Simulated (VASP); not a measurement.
# Pt (R-3m) in VASP: notebook

Runs on Pt. Level: PBEsol. Tasks: single point.

Everything below comes from runs of VASP 6.6.1. Logs are shortened: lines on timing, memory, paths and dates and some standing lists are left out, and cuts for length are marked.

**1. The cell of the first run**

It takes space group R-3m (No. 166, trigonal). Conventional cell: a = 5.589 Å, b = 5.589 Å, c = 1.888 Å, α = 90.00°, β = 90.00°, γ = 120.00°. Pt (site symmetry -3m) has 2 Pt at 1.89 Å within 2.5 Å.

**2. Single point, PBEsol**

INCAR

```
SYSTEM = Pt
PREC = Accurate ; ENCUT = 520
EDIFF = 1E-6 ; ISMEAR = 0
SIGMA = 0.15 ; LREAL = .False.
LASPH = .True. ; NELM = 100
ALGO = Fast ; ISIF = 2
LWAVE = .False. ; LCHARG = .True.
GGA = PS ; LELF = .True.
LVHAR = .True. ; NBANDS = 11
```

KPOINTS

```
regular mesh
0
Gamma
  22 22 22
  0 0 0
```

POSCAR

```
Pt
1.0
   -2.2714891583      1.6806450884      1.6806450884
    1.6806450884     -2.2714891583      1.6806450884
    1.6806450884      1.6806450884     -2.2714891583
Pt
1
Direct
    0.0000000000      0.0000000000      0.0000000000
```

Potentials or basis: VASP PAW PBE potentials, release 64 (Pt).

The run is started by

```bash
cat potpaw_PBE.64/Pt/POTCAR > POTCAR
mpirun -np 1 vasp_std > vasp.out
```

OUTCAR:

```text
SYSTEM = Pt
   PREC = Accurate
   ENCUT = 520
   EDIFF = 1E-6
   ISMEAR = 0
   LREAL = .False.
   LASPH = .True.
   NELM = 100
   ISIF = 2
   GGA = PS

 ion  position               nearest neighbor table
   1  0.000  0.000  0.000-

  LATTYP: Found a trigonal (rhomboedric) cell.
 ALAT       =     3.2876737707
 COS(alpha) =    -0.4450602107

  Lattice vectors:

 A1 = (  -2.2714891583,   1.6806450884,   1.6806450884)
 A2 = (   1.6806450884,  -2.2714891583,   1.6806450884)
 A3 = (   1.6806450884,   1.6806450884,  -2.2714891583)

Analysis of symmetry for initial positions (statically):
=====================================================================
 Subroutine PRICEL returns:
 Original cell was already a primitive cell.

 Routine SETGRP: Setting up the symmetry group for a
 trigonal (rhombohedral) supercell.

 Subroutine GETGRP returns: Found 12 space group operations
 (whereof 12 operations were pure point group operations)
 out of a pool of 12 trial point group operations.

The static configuration has the point symmetry D_3d.

Analysis of symmetry for dynamics (positions and initial velocities):
=====================================================================
 Subroutine PRICEL returns:
 Original cell was already a primitive cell.

 Routine SETGRP: Setting up the symmetry group for a
 trigonal (rhombohedral) supercell.

 Subroutine GETGRP returns: Found 12 space group operations
 (whereof 12 operations were pure point group operations)
 out of a pool of 12 trial point group operations.

The dynamic configuration has the point symmetry D_3d.

 Subroutine INISYM returns: Found 12 space group operations
 (whereof 12 operations are pure point group operations),
 and found     1 'primitive' translations

----------------------------------------------------------------------------------------

                                     Primitive cell

  volume of cell :      17.0220

  direct lattice vectors                    reciprocal lattice vectors
    -2.271489158  1.680645088  1.680645088     0.137181006  0.390208848  0.390208848
     1.680645088 -2.271489158  1.680645088     0.390208848  0.137181006  0.390208848
     1.680645088  1.680645088 -2.271489158     0.390208848  0.390208848  0.137181006

  length of vectors
     3.287673771  3.287673771  3.287673771     0.568633906  0.568633906  0.568633906

  position of ions in fractional coordinates (direct lattice)
     0.000000000  0.000000000  0.000000000

  ion indices of the primitive-cell ions
   primitive index   ion index
                 1           1

----------------------------------------------------------------------------------------

 KPOINTS: regular mesh

Automatic generation of k-mesh.
 Grid dimensions read from file:
 generate k-points for:   22   22   22

 Generating k-lattice:

  Cartesian coordinates                     Fractional coordinates (reciprocal lattice)
     0.006235500  0.017736766  0.017736766     0.045454545  0.000000000  0.000000000
     0.017736766  0.006235500  0.017736766     0.000000000  0.045454545  0.000000000
     0.017736766  0.017736766  0.006235500     0.000000000  0.000000000  0.045454545

  Length of vectors
     0.025846996  0.025846996  0.025846996

  Shift w.r.t. Gamma in fractional coordinates (k-lattice)
     0.000000000  0.000000000  0.000000000

 Subroutine IBZKPT returns following result:
 ===========================================

 Found   1024 irreducible k-points:

 Following reciprocal coordinates:
            Coordinates               Weight
  0.000000  0.000000  0.000000      1.000000
  0.045455  0.000000  0.000000      6.000000
  0.090909  0.000000  0.000000      6.000000
  0.136364 -0.000000  0.000000      6.000000
  0.181818 -0.000000  0.000000      6.000000
  0.227273 -0.000000  0.000000      6.000000
[... 16 lines left out ...]
  0.500000  0.045455 -0.000000     12.000000
 -0.454545  0.045455  0.000000     12.000000
 [... further k-points ...]
   k-points           NKPTS =   1024   k-points in BZ     NKDIM =   1024   number of bands    NBANDS=     11
   number of dos      NEDOS =    301   number of ions     NIONS =      1
   total plane-waves  NPLWV =  13824
   dimension x,y,z NGX =    24 NGY =   24 NGZ =   24
   dimension x,y,z NGXF=    48 NGYF=   48 NGZF=   48
   ions per type =               1
   NGX,Y,Z   is equivalent  to a cutoff of  12.14, 12.14, 12.14 a.u.
   NGXF,Y,Z  is equivalent  to a cutoff of  24.27, 24.27, 24.27 a.u.
 SYSTEM =  Pt
   PREC   = accura    normal or accurate (medium, high low for compatibility)
   ISTART =      0    job   : 0-new  1-cont  2-samecut
   ICHARG =      2    charge: 1-file 2-atom 10-const
   ISPIN  =      1    spin polarized calculation?
   LNONCOLLINEAR =      F non collinear calculations
   LSORBIT =      F    spin-orbit coupling
   LASPH  =      T    aspherical Exc in radial PAW
   ENCUT  =  520.0 eV  38.22 Ry    6.18 a.u.   6.11  6.11  6.11*2*pi/ulx,y,z
   NELM   =    100;   NELMIN=  2; NELMDL= -5     # of ELM steps
   EDIFF  = 0.1E-05   stopping-criterion for ELM
   LREAL  =      F    real-space projection
   EDIFFG = 0.1E-04   stopping-criterion for IOM
   NSW    =      0    number of steps for IOM
   IBRION =     -1    ionic relax: 0-MD 1-quasi-New 2-CG
   NFREE  =      0    steps in history (QN), initial steepest desc. (CG)
   ISIF   =      2    stress and relaxation
   ISYM   =      2    0-nonsym 1-usesym 2-fastsym
   POTIM  = 0.5000    time-step for ionic-motion
   TEBEG  =    0.0;   TEEND  =   0.0 temperature during run
   PSTRESS=    0.0 pullay stress
   NELECT =      10.0000    total number of electrons
   NUPDOWN=      -1.0000    fix difference up-down
   EMIN   =  10.00;   EMAX   =-10.00  energy-range for DOS
   EFERMI =   0.00;   METHOD = LEGACY
   ISMEAR =     0;   SIGMA  =   0.15  broadening in eV -4-tet -1-fermi 0-gaus
   EFERMI_NEDOS =   21; number of points for ismear=-14 and -15
   IALGO  =     68    algorithm
   IMIX   =      4    mixing-type and parameters
     AMIX     =   0.40;   BMIX     =  1.00
     AMIX_MAG =   1.60;   BMIX_MAG =  1.00
  volume/ion in A,a.u.               =      17.02       114.87
  Fermi-wavevector in a.u.,A,eV,Ry     =   1.371107  2.591016 25.578055  1.879934
  Thomas-Fermi vector in A             =   2.496833
   LORBIT       =      0    0 simple, 1 ext, 2 COOP (PROOUT), +10 PAW based schemes
   GGA     = PS    functional components
   LHFCALC =     F    Hartree Fock is set to
   AEXX    =    0.0000 exact exchange contribution
   IVDW    =     0    specifies the selected vdW correction
   LEPSILON=     F    determine dielectric tensor
   LRPA    =     F    only Hartree local field effects (RPA)
 non-spin polarized calculation
 RMM-DIIS sequential band-by-band and
 Gauss-broadening in eV      SIGMA  =   0.15
  energy-cutoff  :      520.00
  volume of cell :       17.02
 maximum number of plane-waves:       473
   NGX = 13   NGY = 13   NGZ = 13

 number of electron      10.0000000 magnetization

 number of electron       9.9999998 magnetization

 Free energy of the ion-electron system (eV)
  ---------------------------------------------------
  ext. energy  EPLUGINS =         0.00000000
  ---------------------------------------------------
  free energy    TOTEN  =        -0.76011568 eV

  energy without entropy =       -0.75336924  energy(sigma->0) =       -0.75674246

 E-fermi :   9.8257     XC(G=0): -12.5070

 val. band max:        9.8251555770   @ k =  -0.0909   0.5000   0.0455
 cond. band min:       9.8257902888   @ k =   0.3182   0.2273  -0.0000
 fundamental gap:      0.0006347118
 Fermi energy:         9.8256592805

 k-point     1 :       0.0000    0.0000    0.0000
  band No.  band energies     occupation
      1      -3.4835      2.00000
      2       0.8008      2.00000
      3       4.4983      2.00000
      4       4.4983      2.00000
      5      12.6254      0.00000
      6      12.6254      0.00000
      7      20.6857      0.00000
      8      21.8000      0.00000
      9      21.8000      0.00000
     10      29.9703      0.00000
     11      29.9703      0.00000

 k-point     2 :       0.0455    0.0000    0.0000
  band No.  band energies     occupation
      1      -3.1507      2.00000
      2       0.9063      2.00000
      3       4.5461      2.00000
      4       4.5645      2.00000
      5      11.9899      0.00000
      6      12.0016      0.00000
      7      20.7915      0.00000
      8      22.3129      0.00000
      9      22.3711      0.00000
     10      29.9997      0.00000
     11      30.0241      0.00000

 k-point     3 :       0.0909    0.0000    0.0000
  band No.  band energies     occupation
      1      -2.1745      2.00000
      2       1.2268      2.00000
      3       4.6882      2.00000
      4       4.7607      2.00000
      5      10.4767      0.00000
      6      10.5131      0.00000
      7      21.0997      0.00000
      8      23.3753      0.00000
      9      23.6623      0.00000
     10      30.1088      0.00000
     11      30.2264      0.00000

 k-point     4 :       0.1364   -0.0000    0.0000
  band No.  band energies     occupation
      1      -0.6353      2.00000
      2       1.7867      2.00000
      3       4.9184      2.00000
      4       5.0788      2.00000
      5       8.6450      2.00000
      6       8.7011      2.00000
      7      21.5849      0.00000
      8      24.2723      0.00000
      9      25.0316      0.00000
     10      30.2784      0.00000
     11      30.6759      0.00000
[... 239 lines left out ...]
 k-point    22 :       0.4545    0.0455   -0.0000
  band No.  band energies     occupation
      1      -0.7526      2.00000
      2      -0.3482      2.00000
      3       7.8969      2.00000
      4       8.3264      2.00000
      5       9.9051      0.45368
      6      14.9628      0.00000
      7      22.5338      0.00000
      8      24.5244      0.00000
      9      26.0517      0.00000
     10      30.1852      0.00000
     11      30.4769      0.00000

 k-point    23 :       0.5000    0.0455   -0.0000
  band No.  band energies     occupation
      1      -0.6130      2.00000
      2      -0.1897      2.00000
      3       7.7763      2.00000
      4       8.2066      2.00000
      5       9.7948      1.22899
      6      14.8058      0.00000
      7      22.4662      0.00000
      8      24.5757      0.00000
      9      25.2857      0.00000
     10      30.0092      0.00000
     11      30.6345      0.00000

 k-point    24 :      -0.4545    0.0455    0.0000
  band No.  band energies     occupation
      1      -0.1608      2.00000
      2       0.2841      2.00000
      3       7.4575      2.00000
      4       7.7572      2.00000
      5       9.0408      2.00000
      6      14.4054      0.00000
      7      22.5812      0.00000
      8      24.2118      0.00000
      9      24.8523      0.00000
     10      30.2354      0.00000
     11      30.8374      0.00000

 [... further k-points ...]
[... 5 lines left out ...]
  --------------------------------------------------------------------------------------
  -------------------------------------------------------------------------------------
  Total       14.2339254     14.2339254     14.2339254     14.2516227     14.2516227     14.2516227
  in kB     1339.7528240   1339.7528240   1339.7528240   1341.4185677   1341.4185677   1341.4185677
  external PRESSURE =    1339.7528240 kB  Pullay stress =       0.0000000 kB

 VOLUME and BASIS-vectors are now :
 -----------------------------------------------------------------------------
  energy-cutoff  :      520.00
  volume of cell :       17.02
      direct lattice vectors                 reciprocal lattice vectors
    -2.271489158  1.680645088  1.680645088     0.137181006  0.390208848  0.390208848
     1.680645088 -2.271489158  1.680645088     0.390208848  0.137181006  0.390208848
     1.680645088  1.680645088 -2.271489158     0.390208848  0.390208848  0.137181006

 POSITION                                       TOTAL-FORCE (eV/Angst)
 -----------------------------------------------------------------------------------
      0.00000      0.00000      0.00000         0.000000     -0.000000      0.000000
 -----------------------------------------------------------------------------------
    total drift:                                0.000000      0.000000     -0.000000

  FREE ENERGIE OF THE ION-ELECTRON SYSTEM (eV)
  ---------------------------------------------------
  free  energy   TOTEN  =        -0.7601156781 eV

  energy  without entropy=       -0.7533692355  energy(sigma->0) =       -0.75674246
```

It took 62 s on 1 thread of Intel Xeon 6975P-C (Granite Rapids), shared host; peak memory 0.3 GiB.

What came out:

```yaml
Free_energy: -0.7601 eV
Pressure: 134.0 GPa
Band_gap_on_the_k_mesh: zero (band 5 reaches 12.66 eV, above the bottom of band 6 at 5.82 eV)
```

Stress tensor (GPa, compression positive):
```
133.98 134.14 134.14
134.14 133.98 134.14
134.14 134.14 133.98
```

Caveat: the PAW data sets were made with another functional, which shifts forces and pressure a little; spin-orbit coupling is left out, which moves the levels of the heavy elements.

**3. Single point, PBEsol**

This run uses another cell than the first one, of the same volume but with other edges.

INCAR

```
SYSTEM = Pt
PREC     = Accurate       ! precision mode
ENCUT    = 520            ! plane-wave cutoff, eV
EDIFF    = 1E-6           ! SCF threshold, eV
ISMEAR   = 0              ! smearing method
SIGMA    = 0.15           ! smearing width, eV
LREAL    = .False.        ! projectors in reciprocal space
LASPH    = .True.         ! aspherical terms in the spheres
NELM     = 60             ! most SCF steps
ALGO     = Fast           ! electronic algorithm
ISIF     = 2              ! what is computed and relaxed
LWAVE    = .False.        ! write WAVECAR
LCHARG   = .False.        ! write CHGCAR
GGA      = PS             ! functional
NBANDS   = 11             ! bands
```

KPOINTS is that of step 2.

POSCAR

```
Pt
1.0
   -1.4058923413      1.6277529323      1.6277529323
    1.6277529323     -1.4058923413      1.6277529323
    1.6277529323      1.6277529323     -1.4058923413
Pt
1
Direct
    0.0000000000      0.0000000000      0.0000000000
```

Potentials or basis: VASP PAW PBE potentials, release 64 (Pt).

The run is started by

```bash
cat potpaw_PBE.64/Pt/POTCAR > POTCAR
mpirun -np 1 vasp_std > vasp.out
```

Run time: 48 s. Hardware: 1 thread of Intel Xeon 6975P-C (Granite Rapids), shared host; peak memory 0.28 GiB.

Results (log left out):

* Free energy: -6.5611 eV
* Pressure: -15.2 GPa
* Band gap on the k mesh: zero (band 5 reaches 10.18 eV, above the bottom of band 6 at 7.98 eV)

Stress tensor (GPa, compression positive):
```
-15.19  -4.33  -4.33
 -4.33 -15.19  -4.33
 -4.33  -4.33 -15.19
```

Levels at points of the mesh, in eV from the Fermi level:
```csv
k point,band 3,band 4,band 5,band 6,band 7,band 8
"(0.00, 0.00, 0.00)",-4.08,-1.43,-0.37,-0.37,15.94,15.94
"(0.50, 0.00, 0.00)",-0.50,-0.31,-0.08,0.28,5.06,14.31
"(0.50, 0.50, 0.00)",-0.95,-0.88,1.49,1.53,7.32,10.44
"(0.50, 0.50, 0.50)",-1.12,1.34,1.34,7.77,7.77,7.96
```

Caveat: the PAW data sets were made with another functional, which shifts forces and pressure a little; spin-orbit coupling is left out, which moves the levels of the heavy elements.

**4. Single point, PBEsol**

This run uses another cell than the first one, of the same volume but with other edges.

INCAR

```
ALGO     = Fast           # electronic algorithm
EDIFF    = 1E-6           # SCF threshold, eV
ENCUT    = 520            # plane-wave cutoff, eV
GGA      = PS             # functional
ISIF     = 2              # what is computed and relaxed
ISMEAR   = 0              # smearing method
LASPH    = T              # aspherical terms in the spheres
LCHARG   = F              # write CHGCAR
LREAL    = F              # projectors in reciprocal space
LWAVE    = F              # write WAVECAR
NBANDS   = 11             # bands
NELM     = 100            # most SCF steps
PREC     = Accurate       # precision mode
SIGMA    = 0.15           # smearing width, eV
```

KPOINTS

```
k-points
0
Gamma
  22 22 22
```

POSCAR

```
Pt
1.0
   -0.9687003099      1.6891567686      1.6891567686
    1.6891567686     -0.9687003099      1.6891567686
    1.6891567686      1.6891567686     -0.9687003099
Pt
1
Direct
    0.0000000000      0.0000000000      0.0000000000
```

The run is started by

```bash
cat potpaw_PBE.64/Pt/POTCAR > POTCAR
mpirun -np 1 vasp_std > vasp.out
```

Run time: 50 s. Hardware: 1 thread of Intel Xeon 6975P-C (Granite Rapids), shared host; peak memory 0.28 GiB.

The run converged. Its results:

```
Free energy            : -6.4225 eV
Pressure               : 2.7 GPa
Band gap on the k mesh : zero (band 5 reaches 11.17 eV, above the bottom of band 6 at 7.82 eV)
```

Stress tensor (GPa, compression positive):
```
2.71 0.42 0.42
0.42 2.71 0.42
0.42 0.42 2.71
```

Levels at points of the mesh, in eV from the Fermi level:
```
           k point  band 2  band 3  band 4  band 5  band 6  band 7  band 8  band 9
(0.00, 0.00, 0.00)   -6.05   -6.05    0.22    0.36    0.36   15.20   15.20   16.25
(0.50, 0.00, 0.00)   -5.48   -1.95   -1.83   -0.78    0.54    4.80   16.44   19.38
(0.50, 0.50, 0.00)   -5.02   -1.63   -1.36    2.09    3.73    5.28    9.97   14.10
(0.50, 0.50, 0.50)   -5.43   -4.71    2.22    2.22    9.34    9.56    9.56   12.49
```

Caveat: the PAW data sets were made with another functional, which shifts forces and pressure a little; spin-orbit coupling is left out, which moves the levels of the heavy elements.

**5. Overview**

| cell | gap on the mesh (eV) | pressure (GPa) |
| --- | --- | --- |
| a = 3.288 Å, angles 116.4°, 1 atom | none | 134.0 |
| a = 2.697 Å, angles 105.4°, 1 atom | none | -15.2 |
| a = 2.578 Å, angles 93.6°, 1 atom | none | 2.7 |

Alike in all rows: task single point; level PBEsol; potentials or basis VASP PAW PBE potentials, release 64 (Pt); no spin polarisation; k mesh 22 × 22 × 22; cutoff (eV) 520; smearing gaussian 0.15 eV.

Caveats: the PAW data sets were made with another functional, which shifts forces and pressure a little; spin-orbit coupling is left out, which moves the levels of the heavy elements.

Total energies depend on the potentials used, so only differences within one code and one set of settings carry meaning.
